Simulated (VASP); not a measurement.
# Cd2S (P1) in VASP: relaxation of cell and atoms with PBE

Aim: the relaxation of cell and atoms of Cd2S with PBE.

All numbers are computed with VASP 6.6.1; they aren't measurements. Logs are shortened: lines on timing, memory, paths and dates and some standing lists are left out, and cuts for length are marked.

### 1 The cell of the first run

The typed cell holds 6 atoms: a = 3.842 Å, b = 5.337 Å, c = 6.552 Å, α = 89.62°, β = 91.02°, γ = 91.45°.

### 2 Relaxation of cell and atoms, PBE

INCAR reads:

```
SYSTEM = Cd2S
ALGO = Normal
EDIFF = 1E-6
EDIFFG = -0.025
ENCUT = 600
GGA = PE
IBRION = 2
ISIF = 3
ISMEAR = 0
LASPH = .TRUE.
LCHARG = .FALSE.
LREAL = .FALSE.
LWAVE = .FALSE.
NELM = 80
NSW = 80
PREC = Accurate
SIGMA = 0.2
```

KPOINTS reads:

```
k-points
0
G
  6 4 4
  0 0 0
```

POSCAR reads:

```
Cd2S
1.0
   -1.9502117720      3.3100568553     -0.0480886845
    0.0494019445     -0.0505410655      5.3363441491
    5.7031861979      3.2249270673      0.0213036366
Cd S
4 2
Direct
    0.9774179816      0.7101935341      0.3223859043
    0.4752769877      0.6950577316      0.8483356514
    0.4809667968      0.2975832673      0.1730852295
    1.0627985783      0.2674698595      0.6373436250
    0.5066739655      0.0156624651      0.5015702195
    0.9968656902      0.0140331423      0.0172793703
```

Potentials or basis: VASP PAW PBE potentials, release 64 (Cd, S).

Command:

```sh
cat potpaw_PBE.64/Cd/POTCAR potpaw_PBE.64/S/POTCAR > POTCAR
mpirun -np 1 vasp_std > vasp.out
```

OUTCAR:

```text
SYSTEM = Cd2S
   EDIFF = 1E-6
   EDIFFG = -0.025
   ENCUT = 600
   GGA = PE
   IBRION = 2
   ISIF = 3
   ISMEAR = 0
   LASPH = .TRUE.
   LREAL = .FALSE.
   NELM = 80
   NSW = 80
   PREC = Accurate

 ion  position               nearest neighbor table
   1  0.977  0.710  0.322-   6 2.57   5 2.75   5 2.82   3 3.03   3 3.14   4 3.15   2 3.63   4 3.64
                             2 3.68   3 3.77
   2  0.475  0.695  0.848-   6 2.79   6 2.81   5 2.84   3 2.99   4 3.07   4 3.55   1 3.63   1 3.68
                             4 3.72
   3  0.481  0.298  0.173-   6 2.57   5 2.62   6 2.74   2 2.99   1 3.03   1 3.14   4 3.47   4 3.75
                             1 3.77
   4  0.063  0.267  0.637-   5 2.39   5 2.64   6 2.84   2 3.07   1 3.15   3 3.47   2 3.55   1 3.64
                             2 3.72   3 3.75
   5  0.507  0.016  0.502-   4 2.39   3 2.62   4 2.64   1 2.75   1 2.82   2 2.84
   6  0.997  0.014  0.017-   1 2.57   3 2.57   3 2.74   2 2.79   2 2.81   4 2.84

  LATTYP: Found a triclinic cell.
 ALAT       =     3.8421497710
 B/A-ratio  =     1.3890172063
 C/A-ratio  =     1.7052603018
 COS(alpha) =     0.0066476084
 COS(beta)  =     0.0178265979
 COS(gamma) =     0.0253723530

  Lattice vectors:

 A1 = (  -1.9502117720,   3.3100568553,  -0.0480886845)
 A2 = (  -0.0494019445,   0.0505410655,  -5.3363441491)
 A3 = (  -5.7031861979,  -3.2249270673,  -0.0213036366)

Analysis of symmetry for initial positions (statically):
=====================================================================
 Subroutine PRICEL returns:
 Original cell was already a primitive cell.

 Routine SETGRP: Setting up the symmetry group for a
 triclinic supercell.

 Subroutine GETGRP returns: Found  1 space group operations
 (whereof  1 operations were pure point group operations)
 out of a pool of  2 trial point group operations.

The static configuration has the point symmetry C_1 .

Analysis of symmetry for dynamics (positions and initial velocities):
=====================================================================
 Subroutine PRICEL returns:
 Original cell was already a primitive cell.

 Routine SETGRP: Setting up the symmetry group for a
 triclinic supercell.

 Subroutine GETGRP returns: Found  1 space group operations
 (whereof  1 operations were pure point group operations)
 out of a pool of  2 trial point group operations.

The dynamic configuration has the point symmetry C_1 .

 Subroutine INISYM returns: Found  1 space group operations
 (whereof  1 operations are pure point group operations),
 and found     1 'primitive' translations

[... 123 lines left out ...]
  volume/ion in A,a.u.               =      22.38       151.03
  Fermi-wavevector in a.u.,A,eV,Ry     =   1.251576  2.365136 21.312747  1.566443
  Thomas-Fermi vector in A             =   2.385517
   LORBIT       =      0    0 simple, 1 ext, 2 COOP (PROOUT), +10 PAW based schemes
   GGA     = PE    functional components
   LHFCALC =     F    Hartree Fock is set to
   AEXX    =    0.0000 exact exchange contribution
   IVDW    =     0    specifies the selected vdW correction
   LEPSILON=     F    determine dielectric tensor
   LRPA    =     F    only Hartree local field effects (RPA)
 conjugate gradient relaxation of ions
 non-spin polarized calculation
 Gauss-broadening in eV      SIGMA  =   0.20
  energy-cutoff  :      600.00
  volume of cell :      134.28
 maximum number of plane-waves:      4506
   NGX = 15   NGY = 21   NGZ = 27

--------------------------------------- Ionic step        1  -------------------------------------------

 number of electron      60.0000001 magnetization

 Free energy of the ion-electron system (eV)
  ---------------------------------------------------
  ext. energy  EPLUGINS =         0.00000000
  ---------------------------------------------------
  free energy    TOTEN  =       -12.56360663 eV

  energy without entropy =      -12.55537295  energy(sigma->0) =      -12.55948979

------------------------ aborting loop because EDIFF is reached ----------------------------------------

  FORCE on cell =-STRESS in cart. coord.  units (eV):
  Direction    XX          YY          ZZ          XY          YZ          ZX
  --------------------------------------------------------------------------------------
  -------------------------------------------------------------------------------------
  Total        2.9097631      2.0683152      3.6471193     -0.8618765     -0.5227220      0.8371504
  in kB       34.7187617     24.6787593     43.5167616    -10.2837525     -6.2370232      9.9887254
  external PRESSURE =      34.3047609 kB  Pullay stress =       0.0000000 kB
[... 67 lines left out ...]
--------------------------------------- Ionic step        3  -------------------------------------------

 number of electron      59.9999998 magnetization

 E-fermi :   2.3365     XC(G=0):  -9.9083

 val. band max:        2.1648842366   @ k =  -0.3333  -0.0000   0.2500
 cond. band min:       2.4470270660   @ k =   0.3333   0.2500  -0.0000
 fundamental gap:      0.2821428294
 Fermi energy:         2.3364750138

 k-point     1 :       0.0000    0.0000    0.0000
  band No.  band energies     occupation
      1     -10.7032      2.00000
      2     -10.1168      2.00000
      3      -6.3693      2.00000
      4      -6.3047      2.00000
      5      -6.2851      2.00000
      6      -6.2464      2.00000
[... 960 lines left out ...]
  FREE ENERGIE OF THE ION-ELECTRON SYSTEM (eV)
  ---------------------------------------------------
  free  energy   TOTEN  =       -12.8134265133 eV

  energy  without entropy=      -12.8048560241  energy(sigma->0) =      -12.80914127

[... ionic steps 4 to 21 ...]

--------------------------------------- Ionic step       22  -------------------------------------------

 number of electron      60.0000001 magnetization

------------------------ aborting loop because EDIFF is reached ----------------------------------------
[... 75 lines left out ...]
--------------------------------------- Ionic step       24  -------------------------------------------

 number of electron      60.0000007 magnetization

 Free energy of the ion-electron system (eV)
  ---------------------------------------------------
  ext. energy  EPLUGINS =         0.00000000
  ---------------------------------------------------
  free energy    TOTEN  =       -12.94868217 eV

  energy without entropy =      -12.93503513  energy(sigma->0) =      -12.94185865

 E-fermi :   2.5481     XC(G=0): -10.1717

 val. band max:        2.4548954539   @ k =   0.5000   0.0000   0.5000
 cond. band min:       2.5603388532   @ k =   0.3333   0.2500  -0.0000
 fundamental gap:      0.1054433993
 Fermi energy:         2.5480995428

 k-point     1 :       0.0000    0.0000    0.0000
  band No.  band energies     occupation
      1     -10.4685      2.00000
      2      -9.8489      2.00000
      3      -6.0751      2.00000
      4      -6.0276      2.00000
      5      -5.9926      2.00000
      6      -5.9906      2.00000
[... 960 lines left out ...]
  FREE ENERGIE OF THE ION-ELECTRON SYSTEM (eV)
  ---------------------------------------------------
  free  energy   TOTEN  =       -12.9486821669 eV

  energy  without entropy=      -12.9350351320  energy(sigma->0) =      -12.94185865

 reached required accuracy - stopping structural energy minimisation
```

Run time: 65 min. Hardware: 1 thread of Intel Xeon Platinum 8259CL at 2.50GHz (Skylake/Cascade Lake), shared host; peak memory 0.44 GiB.

What came out:

```
Free energy                           : -12.9487 eV
Relaxed volume                        : 22.67 Å³/atom
Relaxed cell                          : a = 3.842 Å, b = 5.416 Å, c = 6.538 Å, α = 89.46°, β = 90.34°, γ = 90.32°
Space group after relaxing (to 0.1 Å) : C2/m (No. 12)
Energy gained by relaxing             : 64.2 meV/atom
Ionic steps                           : 24
Pressure after relaxing               : 0.0 GPa
Largest force after relaxing          : 0.022 eV/Å
Band gap on the k mesh                : zero (bands 30 and 31 overlap by 1.39 eV)
```

Forces in eV/Å, atoms in the order of the input:
```
Cd   0.004 -0.015  0.011
Cd   0.012  0.014  0.012
Cd  -0.008  0.009 -0.017
Cd  -0.005 -0.004 -0.018
S    0.011 -0.003  0.004
S   -0.014 -0.001  0.007
```

The path:
```
step  energy change (eV)  largest force (eV/Å)  pressure (GPa)  volume (Å³)
   1              0.0000                1.8970            3.43       134.28
   2             -0.2487                0.3999           -1.70       143.79
   3             -0.2498                0.4663           -1.41       143.08
   4             -0.3035                0.3673           -0.64       139.92
   5             -0.3340                0.2276            0.87       135.20
   6             -0.3560                0.1475            0.20       136.02
   7             -0.3582                0.1721           -0.04       136.37
   8             -0.3654                0.1404            0.02       136.35
   9             -0.3702                0.1272            0.16       136.28
  10             -0.3746                0.1129           -0.13       136.93
  11             -0.3755                0.1040           -0.29       137.33
  12             -0.3788                0.0805            0.11       136.19
  13             -0.3789                0.0745            0.22       135.91
  14             -0.3808                0.0522           -0.01       136.17
  15             -0.3809                0.0559           -0.05       136.23
  16             -0.3821                0.0378           -0.02       136.07
  17             -0.3825                0.0425            0.08       135.85
  18             -0.3825                0.0406            0.06       135.92
  19             -0.3833                0.0309           -0.06       136.23
  20             -0.3835                0.0305           -0.14       136.48
  21             -0.3839                0.0329           -0.02       136.19
  22             -0.3840                0.0389            0.05       136.03
  23             -0.3845                0.0276            0.03       136.03
  24             -0.3851                0.0221           -0.02       136.01
```

Final structure:
```xyz
6
Lattice="-1.9307 3.3215 -0.0113 0.0293 0.0000 5.4157 5.6713 3.2519 0.0308" Properties=species:S:1:pos:R:3 pbc="T T T"
Cd    1.9280    1.1069    3.7908
Cd    3.8098    4.3532    3.8055
Cd   -0.0286    2.1817    1.6361
Cd    3.7602    2.1814    1.6522
S     1.8569    3.3061    0.0104
S    -1.8870    3.3042    5.4010
```

Levels at points of the mesh, in eV from the Fermi level:
| k point | band 26 | band 27 | band 28 | band 29 | band 30 | band 31 | band 32 | band 33 | band 34 | band 35 |
| --- | --- | --- | --- | --- | --- | --- | --- | --- | --- | --- |
| (0.00, 0.00, 0.00) | -2.54 | -1.97 | -0.91 | -0.83 | -0.53 | 0.20 | 1.71 | 3.40 | 5.20 | 5.21 |
| (0.50, 0.00, 0.00) | -3.29 | -2.50 | -2.47 | -0.77 | -0.69 | 2.22 | 2.24 | 3.01 | 3.01 | 3.15 |
| (0.00, 0.50, 0.00) | -2.08 | -1.63 | -0.97 | -0.91 | -0.56 | 0.86 | 2.14 | 2.66 | 4.29 | 6.42 |
| (0.50, 0.50, 0.00) | -4.00 | -2.81 | -2.74 | -0.99 | -0.91 | 0.66 | 0.74 | 4.10 | 4.19 | 4.89 |
| (0.00, 0.00, 0.50) | -3.55 | -2.19 | -2.19 | -1.47 | -1.46 | 2.58 | 2.59 | 4.57 | 4.60 | 5.58 |
| (0.50, 0.00, 0.50) | -2.56 | -1.88 | -1.83 | -0.44 | -0.37 | -0.09 | 0.02 | 1.56 | 1.63 | 5.32 |
| (0.00, 0.50, 0.50) | -3.22 | -1.33 | -1.32 | -0.23 | -0.23 | 2.50 | 2.50 | 3.58 | 3.61 | 5.28 |
| (0.50, 0.50, 0.50) | -3.62 | -2.33 | -2.24 | -1.55 | -1.50 | 2.27 | 2.35 | 2.83 | 2.92 | 4.50 |

The gap in the log of VASP goes by the Fermi energy; the results here count the filled bands.